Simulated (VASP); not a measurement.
# SnO (P4/nmm) in VASP: further runs

SnO is run at these levels: PBE+D3(BJ), r2SCAN+rVV10, r2SCAN, PBE+D4; tasks: single point, relaxation of cell and atoms.

Everything below comes from runs of VASP 6.6.1. Logs are shortened: lines on timing, memory, paths and dates and some standing lists are left out, and cuts for length are marked.

### 1 The cell of the first run

Symmetry: P4/nmm, No. 129, tetragonal system. Conventional cell: a = 3.835 Å, b = 3.835 Å, c = 4.761 Å, α = 90.00°, β = 90.00°, γ = 90.00°. Within 3.0 Å of Sn (site symmetry 4mm) lie 4 O at 2.24 Å. Within 3.0 Å of O (site symmetry -4m2) lie 4 Sn at 2.24 Å and 4 O at 2.71 Å.

### 2 Single point, PBE+D3(BJ)

INCAR

```
  PREC = Accurate
  ENCUT = 520
  EDIFF = 1E-6
  ISMEAR = -1
  SIGMA = 0.02
  LREAL = F
  LASPH = T
  NELM = 60
  ALGO = Normal
  ISIF = 2
  LWAVE = F
  LCHARG = F
  GGA = PE
  IVDW = 12
  NBANDS = 28
```

KPOINTS

```
Automatic mesh
0
Gamma
  6 6 6
```

POSCAR

```
SnO
1.0
    3.8352661208      0.0000000000      0.0000000000
    0.0000000000      3.8352661208      0.0000000000
    0.0000000000      0.0000000000      4.7605543944
Sn O
2 2
Direct
    0.5000000000      0.0000000000      0.2435793413
    0.0000000000      0.5000000000      0.7564206587
    0.0000000000      0.0000000000      0.0000000000
    0.5000000000      0.5000000000      0.0000000000
```

Potentials or basis: VASP PAW PBE potentials, release 64 (Sn_d, O).

Launch:

```bash
$ cat potpaw_PBE.64/Sn_d/POTCAR potpaw_PBE.64/O/POTCAR > POTCAR
$ mpirun -np 1 vasp_std > vasp.out
```

OUTCAR:

```text
PREC = Accurate
   ENCUT = 520
   EDIFF = 1E-6
   ISMEAR = -1
   LREAL = F
   LASPH = T
   NELM = 60
   ISIF = 2
   GGA = PE
   IVDW = 12
 IVDW          = 12

 ion  position               nearest neighbor table
   1  0.500  0.000  0.244-   3 2.24   4 2.24   4 2.24   3 2.24   2 3.57   2 3.57   2 3.57   2 3.57
                             2 3.65   2 3.65   2 3.65   2 3.65
   2  0.000  0.500  0.756-   3 2.24   4 2.24   3 2.24   4 2.24   1 3.57   1 3.57   1 3.57   1 3.57
                             1 3.65   1 3.65   1 3.65   1 3.65
   3  0.000  0.000  0.000-   1 2.24   2 2.24   2 2.24   1 2.24
   4  0.500  0.500  0.000-   1 2.24   2 2.24   1 2.24   2 2.24

  LATTYP: Found a simple tetragonal cell.
 ALAT       =     3.8352661208
 C/A-ratio  =     1.2412579061

  Lattice vectors:

 A1 = (   3.8352661208,   0.0000000000,   0.0000000000)
 A2 = (   0.0000000000,   3.8352661208,   0.0000000000)
 A3 = (   0.0000000000,   0.0000000000,   4.7605543944)

Analysis of symmetry for initial positions (statically):
=====================================================================
 Subroutine PRICEL returns:
 Original cell was already a primitive cell.

 Routine SETGRP: Setting up the symmetry group for a
 simple tetragonal supercell.

 Subroutine GETGRP returns: Found 16 space group operations
 (whereof  8 operations were pure point group operations)
 out of a pool of 16 trial point group operations.

The static configuration has the point symmetry D_2d.
 The point group associated with its full space group is D_4h.

Analysis of symmetry for dynamics (positions and initial velocities):
=====================================================================
 Subroutine PRICEL returns:
 Original cell was already a primitive cell.

 Routine SETGRP: Setting up the symmetry group for a
 simple tetragonal supercell.

 Subroutine GETGRP returns: Found 16 space group operations
 (whereof  8 operations were pure point group operations)
 out of a pool of 16 trial point group operations.

The dynamic configuration has the point symmetry D_2d.
 The point group associated with its full space group is D_4h.

 Subroutine INISYM returns: Found 16 space group operations
 (whereof  8 operations are pure point group operations),
 and found     1 'primitive' translations

----------------------------------------------------------------------------------------

                                     Primitive cell

  volume of cell :      70.0243

  direct lattice vectors                    reciprocal lattice vectors
     3.835266121  0.000000000  0.000000000     0.260738100  0.000000000  0.000000000
     0.000000000  3.835266121  0.000000000     0.000000000  0.260738100  0.000000000
     0.000000000  0.000000000  4.760554394     0.000000000  0.000000000  0.210059568

  length of vectors
     3.835266121  3.835266121  4.760554394     0.260738100  0.260738100  0.210059568

  position of ions in fractional coordinates (direct lattice)
     0.500000000  0.000000000  0.243579341
     0.000000000  0.500000000  0.756420659
     0.000000000  0.000000000  0.000000000
     0.500000000  0.500000000  0.000000000

  ion indices of the primitive-cell ions
   primitive index   ion index
                 1           1
                 2           2
                 3           3
                 4           4

----------------------------------------------------------------------------------------

 KPOINTS: Automatic mesh

Automatic generation of k-mesh.
 Grid dimensions read from file:
 generate k-points for:    6    6    6

 Generating k-lattice:

  Cartesian coordinates                     Fractional coordinates (reciprocal lattice)
     0.043456350  0.000000000  0.000000000     0.166666667  0.000000000  0.000000000
     0.000000000  0.043456350  0.000000000     0.000000000  0.166666667  0.000000000
     0.000000000  0.000000000  0.035009928     0.000000000  0.000000000  0.166666667

  Length of vectors
     0.043456350  0.043456350  0.035009928

  Shift w.r.t. Gamma in fractional coordinates (k-lattice)
     0.000000000  0.000000000  0.000000000

 Subroutine IBZKPT returns following result:
 ===========================================

 Found     40 irreducible k-points:

 Following reciprocal coordinates:
            Coordinates               Weight
  0.000000  0.000000  0.000000      1.000000
  0.166667  0.000000  0.000000      4.000000
  0.333333  0.000000  0.000000      4.000000
  0.500000  0.000000  0.000000      2.000000
  0.166667  0.166667  0.000000      4.000000
  0.333333  0.166667  0.000000      8.000000
[... 16 lines left out ...]
  0.333333  0.000000  0.333333      8.000000
  0.500000  0.000000  0.333333      4.000000
 [... further k-points ...]
   k-points           NKPTS =     40   k-points in BZ     NKDIM =     40   number of bands    NBANDS=     28
   number of dos      NEDOS =    301   number of ions     NIONS =      4
   total plane-waves  NPLWV =  32400
   dimension x,y,z NGX =    30 NGY =   30 NGZ =   36
   dimension x,y,z NGXF=    60 NGYF=   60 NGZF=   72
   ions per type =               2   2
   NGX,Y,Z   is equivalent  to a cutoff of  13.00, 13.00, 12.57 a.u.
   NGXF,Y,Z  is equivalent  to a cutoff of  26.01, 26.01, 25.14 a.u.
 SYSTEM =  unknown system
   PREC   = accura    normal or accurate (medium, high low for compatibility)
   ISTART =      0    job   : 0-new  1-cont  2-samecut
   ICHARG =      2    charge: 1-file 2-atom 10-const
   ISPIN  =      1    spin polarized calculation?
   LNONCOLLINEAR =      F non collinear calculations
   LSORBIT =      F    spin-orbit coupling
   LASPH  =      T    aspherical Exc in radial PAW
   ENCUT  =  520.0 eV  38.22 Ry    6.18 a.u.   7.13  7.13  8.85*2*pi/ulx,y,z
   NELM   =     60;   NELMIN=  2; NELMDL= -5     # of ELM steps
   EDIFF  = 0.1E-05   stopping-criterion for ELM
   LREAL  =      F    real-space projection
   EDIFFG = 0.1E-04   stopping-criterion for IOM
   NSW    =      0    number of steps for IOM
   IBRION =     -1    ionic relax: 0-MD 1-quasi-New 2-CG
   NFREE  =      0    steps in history (QN), initial steepest desc. (CG)
   ISIF   =      2    stress and relaxation
   ISYM   =      2    0-nonsym 1-usesym 2-fastsym
   POTIM  = 0.5000    time-step for ionic-motion
   TEBEG  =    0.0;   TEEND  =   0.0 temperature during run
   PSTRESS=    0.0 pullay stress
   NELECT =      40.0000    total number of electrons
   NUPDOWN=      -1.0000    fix difference up-down
   EMIN   =  10.00;   EMAX   =-10.00  energy-range for DOS
   EFERMI =   0.00;   METHOD = LEGACY
   ISMEAR =    -1;   SIGMA  =   0.02  broadening in eV -4-tet -1-fermi 0-gaus
   EFERMI_NEDOS =   21; number of points for ismear=-14 and -15
   IALGO  =     38    algorithm
   IMIX   =      4    mixing-type and parameters
     AMIX     =   0.40;   BMIX     =  1.00
     AMIX_MAG =   1.60;   BMIX_MAG =  1.00
  volume/ion in A,a.u.               =      17.51       118.14
  Fermi-wavevector in a.u.,A,eV,Ry     =   1.358351  2.566911 25.104344  1.845117
  Thomas-Fermi vector in A             =   2.485192
   LORBIT       =      0    0 simple, 1 ext, 2 COOP (PROOUT), +10 PAW based schemes
   GGA     = PE    functional components
   LHFCALC =     F    Hartree Fock is set to
   AEXX    =    0.0000 exact exchange contribution
   IVDW    =    12    specifies the selected vdW correction
   LEPSILON=     F    determine dielectric tensor
   LRPA    =     F    only Hartree local field effects (RPA)
 non-spin polarized calculation
  energy-cutoff  :      520.00
  volume of cell :       70.02
 maximum number of plane-waves:      1912
 NGX is ok and might be reduce to    30
   NGX = 15   NGY = 15   NGZ = 17

 number of electron      40.0000015 magnetization

 Free energy of the ion-electron system (eV)
  ---------------------------------------------------
  ext. energy  EPLUGINS =         0.00000000
  ---------------------------------------------------
  free energy    TOTEN  =       -22.68833150 eV

  energy without entropy =      -22.68787685  energy(sigma->0) =      -22.68810418

 E-fermi :   7.0884     XC(G=0): -10.2809

 val. band max:        7.0157010206   @ k =   0.1667   0.0000   0.0000
 cond. band min:       7.0980844772   @ k =   0.5000   0.5000   0.0000
 fundamental gap:      0.0823834566
 Fermi energy:         7.0884485966

 k-point     1 :       0.0000    0.0000    0.0000
  band No.  band energies     occupation
      1     -14.8267      2.00000
      2     -14.4346      2.00000
      3     -14.4346      2.00000
      4     -14.4253      2.00000
      5     -14.3950      2.00000
      6     -14.3868      2.00000
[... 20 lines left out ...]
     27      13.7754      0.00000
     28      14.1841      0.00000

 k-point     2 :       0.1667    0.0000    0.0000
  band No.  band energies     occupation
      1     -14.8112      2.00000
      2     -14.4356      2.00000
      3     -14.4296      2.00000
      4     -14.4272      2.00000
      5     -14.3958      2.00000
      6     -14.3915      2.00000
[... 20 lines left out ...]
     27      14.0256      0.00000
     28      15.9796      0.00000

 k-point     3 :       0.3333    0.0000    0.0000
  band No.  band energies     occupation
      1     -14.7684      2.00000
      2     -14.5724      2.00000
      3     -14.4147      2.00000
      4     -14.4093      2.00000
      5     -14.3963      2.00000
      6     -14.3918      2.00000
[... 20 lines left out ...]
     27      14.4888      0.00000
     28      17.1614      0.00000

 k-point     4 :       0.5000    0.0000    0.0000
  band No.  band energies     occupation
      1     -14.6933      2.00000
      2     -14.6933      2.00000
      3     -14.3976      2.00000
      4     -14.3976      2.00000
      5     -14.3964      2.00000
      6     -14.3964      2.00000
[... 20 lines left out ...]
     27      15.4337      0.00000
     28      15.4337      0.00000

 k-point     5 :       0.1667    0.1667    0.0000
  band No.  band energies     occupation
      1     -14.8000      2.00000
      2     -14.4828      2.00000
      3     -14.4378      2.00000
      4     -14.4118      2.00000
      5     -14.4059      2.00000
      6     -14.3949      2.00000
[... 20 lines left out ...]
     27      15.2870      0.00000
     28      16.6311      0.00000

 k-point     6 :       0.3333    0.1667    0.0000
  band No.  band energies     occupation
      1     -14.7694      2.00000
      2     -14.6099      2.00000
      3     -14.4255      2.00000
      4     -14.4002      2.00000
      5     -14.3956      2.00000
      6     -14.3914      2.00000
[... 463 lines left out ...]
      5     -14.3817      2.00000
      6     -14.3723      2.00000
[... 20 lines left out ...]
     27      14.8597      0.00000
     28      14.9111      0.00000

 k-point    22 :       0.1667    0.0000    0.3333
  band No.  band energies     occupation
      1     -14.8003      2.00000
      2     -14.4628      2.00000
      3     -14.4203      2.00000
      4     -14.4121      2.00000
      5     -14.3970      2.00000
      6     -14.3852      2.00000
[... 20 lines left out ...]
     27      15.1234      0.00000
     28      16.1488      0.00000

 k-point    23 :       0.3333    0.0000    0.3333
  band No.  band energies     occupation
      1     -14.7692      2.00000
      2     -14.5977      2.00000
      3     -14.4303      2.00000
      4     -14.4093      2.00000
      5     -14.3965      2.00000
      6     -14.3944      2.00000
[... 20 lines left out ...]
     27      15.5815      0.00000
     28      17.3237      0.00000

 k-point    24 :       0.5000    0.0000    0.3333
  band No.  band energies     occupation
      1     -14.7079      2.00000
      2     -14.7079      2.00000
      3     -14.4273      2.00000
      4     -14.4273      2.00000
      5     -14.3902      2.00000
      6     -14.3902      2.00000
[... 20 lines left out ...]
     27      16.2615      0.00000
     28      16.2615      0.00000

 [... further k-points ...]

------------------------ aborting loop because EDIFF is reached ----------------------------------------

 Edisp (eV)   -0.93997

 E8    (eV) :    -0.4079

  FORCE on cell =-STRESS in cart. coord.  units (eV):
  Direction    XX          YY          ZZ          XY          YZ          ZX
  --------------------------------------------------------------------------------------
  -------------------------------------------------------------------------------------
  Total       0.09329     0.09329     0.09191     0.00000     0.00000     0.00000
  in kB       2.13444     2.13444     2.10294     0.00000     0.00000     0.00000
  external pressure =        2.12 kB  Pullay stress =        0.00 kB

 VOLUME and BASIS-vectors are now :
 -----------------------------------------------------------------------------
  energy-cutoff  :      520.00
  volume of cell :       70.02
      direct lattice vectors                 reciprocal lattice vectors
     3.835266121  0.000000000  0.000000000     0.260738100  0.000000000  0.000000000
     0.000000000  3.835266121  0.000000000     0.000000000  0.260738100  0.000000000
     0.000000000  0.000000000  4.760554394     0.000000000  0.000000000  0.210059568

 POSITION                                       TOTAL-FORCE (eV/Angst)
 -----------------------------------------------------------------------------------
      1.91763      0.00000      1.15957         0.000000      0.000000      0.078283
      0.00000      1.91763      3.60098         0.000000      0.000000     -0.078283
      0.00000      0.00000      0.00000         0.000000      0.000000      0.000000
      1.91763      1.91763      0.00000         0.000000     -0.000000      0.000000
 -----------------------------------------------------------------------------------
    total drift:                                0.000000      0.000000      0.000000

  FREE ENERGIE OF THE ION-ELECTRON SYSTEM (eV)
  ---------------------------------------------------
  free  energy   TOTEN  =       -23.6283015326 eV

  energy  without entropy=      -23.6278468918  energy(sigma->0) =      -23.62807421
```

Run time: 2.1 min. Hardware: 1 thread of Intel Xeon 8259CL, shared host; peak memory 0.22 GiB.

What came out:

| Item | Value |
| --- | --- |
| Free energy | -23.6283 eV |
| Pressure | 0.2 GPa |
| Largest force | 0.078 eV/Å |
| Band gap on the k mesh | zero (filled and empty bands overlap) |
| Dispersion energy per atom | -0.235 eV |

Forces on the atoms (eV/Å):
```
Sn   0.000  0.000  0.078
Sn   0.000  0.000 -0.078
O    0.000  0.000  0.000
O    0.000  0.000  0.000
```

Caveat: semilocal functionals underestimate gaps, and a narrow one can read as zero; spin-orbit coupling is left out, which moves the levels of the heavy elements.

### 3 Single point, r2SCAN+rVV10

This run uses another cell than the first one, of 17.11 Å³/atom.

POSCAR

```
SnO
1.0
    3.7926486997      0.0000000000      0.0000000000
    0.0000000000      3.7926486997      0.0000000000
    0.0000000000      0.0000000000      4.7582138802
Sn O
2 2
Direct
    0.5000000000      0.0000000000      0.2410340763
    0.0000000000      0.5000000000      0.7589659237
    0.0000000000      0.0000000000      0.0000000000
    0.5000000000      0.5000000000      0.0000000000
```

INCAR.step1

```
SYSTEM = SnO
PREC = Accurate ; ENCUT = 520
ISMEAR = -1 ; SIGMA = 0.02
LREAL = .FALSE. ; LASPH = .TRUE.
NELM = 100 ; NBANDS = 28
GGA = PE ; ALGO = Normal
EDIFF = 1E-4 ; LWAVE = .TRUE.
LCHARG = .FALSE.
```

INCAR.step2

```
SYSTEM = SnO
PREC = Accurate ; ENCUT = 520
EDIFF = 1E-7 ; ISMEAR = -1
SIGMA = 0.02 ; LREAL = .FALSE.
LASPH = .TRUE. ; NELM = 100
ALGO = Normal ; ISIF = 2
LWAVE = .FALSE. ; LCHARG = .TRUE.
METAGGA = R2SCAN ; LMIXTAU = .TRUE.
LUSE_VDW = .TRUE. ; IVDW_NL = 2
BPARAM = 11.95 ; CPARAM = 0.0093
LELF = .TRUE. ; LVHAR = .TRUE.
NBANDS = 28 ; ISTART = 1
```

KPOINTS

```
Automatic mesh
0
G
  6 6 6
  0 0 0
```

Potentials or basis: VASP PAW PBE potentials, release 64 (Sn_d, O).

Launch:

```bash
$ cat potpaw_PBE.64/Sn_d/POTCAR potpaw_PBE.64/O/POTCAR > POTCAR
$ cp INCAR.step1 INCAR
$ mpirun -np 1 vasp_std > vasp.out
$ cp INCAR.step2 INCAR
$ mpirun -np 1 vasp_std > vasp.out
```

Wall time 7.7 min (1 thread of Intel Xeon 8259CL, shared host); peak memory 0.33 GiB.

It converged, with:

```yaml
Free_energy: -65.8278 eV
Pressure: 0.7 GPa
Largest_force: 0.151 eV/Å
Band_gap_on_the_k_mesh: zero (filled and empty bands touch)
```

Forces on the atoms (eV/Å):
```
Sn   0.000  0.000  0.151
Sn   0.000  0.000 -0.151
O    0.000  0.000  0.000
O    0.000  0.000  0.000
```

Levels at points of the mesh, in eV from the Fermi level:
```
           k point  band 17  band 18  band 19  band 20  band 21  band 22  band 23  band 24
(0.00, 0.00, 0.00)    -3.98    -3.67    -3.67     0.01     2.47     4.74     4.74     4.75
(0.50, 0.00, 0.00)    -5.39    -5.39    -3.09    -3.09     3.55     3.55     6.15     6.15
(0.50, 0.50, 0.00)    -2.99    -2.99    -2.15    -2.15     0.01     0.01     4.72     4.72
(0.00, 0.00, 0.50)    -3.69    -3.69    -2.95    -2.61     1.93     2.95     2.95     3.71
(0.50, 0.00, 0.50)    -5.35    -5.35    -2.06    -2.06     2.85     2.85     5.59     5.59
(0.50, 0.50, 0.50)    -3.03    -3.03    -2.99    -2.99     2.36     2.36     4.52     4.52
```

Caveat: semilocal functionals underestimate gaps, and a narrow one can read as zero; the PAW data sets were made with another functional, which shifts forces and pressure a little; spin-orbit coupling is left out, which moves the levels of the heavy elements.

### 4 Single point, r2SCAN

This run uses another cell than the first one, of 17.11 Å³/atom.

POSCAR is that of step 3.

INCAR.step1

```
  PREC = Accurate
  ENCUT = 520
  ISMEAR = -1
  SIGMA = 0.02
  LREAL = F
  LASPH = T
  NELM = 60
  NBANDS = 28
  GGA = PE
  ALGO = Normal
  EDIFF = 1E-4
  LWAVE = T
  LCHARG = F
```

INCAR.step2

```
  PREC = Accurate
  ENCUT = 520
  EDIFF = 1E-7
  ISMEAR = -1
  SIGMA = 0.02
  LREAL = F
  LASPH = T
  NELM = 60
  ALGO = Normal
  ISIF = 2
  LWAVE = F
  LCHARG = F
  METAGGA = R2SCAN
  LMIXTAU = T
  NBANDS = 28
  ISTART = 1
```

KPOINTS

```
Automatic mesh
0
Gamma
  6 6 6
```

Launch:

```bash
$ cat potpaw_PBE.64/Sn_d/POTCAR potpaw_PBE.64/O/POTCAR > POTCAR
$ cp INCAR.step1 INCAR
$ mpirun -np 1 vasp_std > vasp.out
$ cp INCAR.step2 INCAR
$ mpirun -np 1 vasp_std > vasp.out
```

It took 5.6 min on 1 thread of Intel Xeon 8259CL, shared host; peak memory 0.21 GiB.

The run converged. Its results:

* Free energy: -66.8890 eV
* Pressure: 1.8 GPa
* Largest force: 0.119 eV/Å
* Band gap on the k mesh: 0.03 eV (least direct gap 2.20 eV)

Forces on the atoms (eV/Å):
```
Sn   0.000  0.000  0.119
Sn   0.000  0.000 -0.119
O    0.000  0.000  0.000
O    0.000  0.000  0.000
```

Levels at points of the mesh, in eV from the valence-band top:
```tsv
k point	band 17	band 18	band 19	band 20	band 21	band 22	band 23	band 24
(0.00, 0.00, 0.00)	-3.99	-3.68	-3.68	0.00	2.47	4.74	4.74	4.77
(0.50, 0.00, 0.00)	-5.40	-5.40	-3.10	-3.10	3.55	3.55	6.15	6.15
(0.50, 0.50, 0.00)	-3.00	-3.00	-2.17	-2.17	0.03	0.03	4.76	4.76
(0.00, 0.00, 0.50)	-3.70	-3.70	-2.96	-2.62	1.95	2.96	2.96	3.73
(0.50, 0.00, 0.50)	-5.36	-5.36	-2.08	-2.08	2.86	2.86	5.59	5.59
(0.50, 0.50, 0.50)	-3.04	-3.04	-3.00	-3.00	2.37	2.37	4.52	4.52
```

Caveat: semilocal functionals underestimate gaps, and a narrow one can read as zero; the PAW data sets were made with another functional, which shifts forces and pressure a little; spin-orbit coupling is left out, which moves the levels of the heavy elements.

(Part 1 of 2 ends here.)

The gap in the log of VASP goes by the Fermi energy; the results here count the filled bands.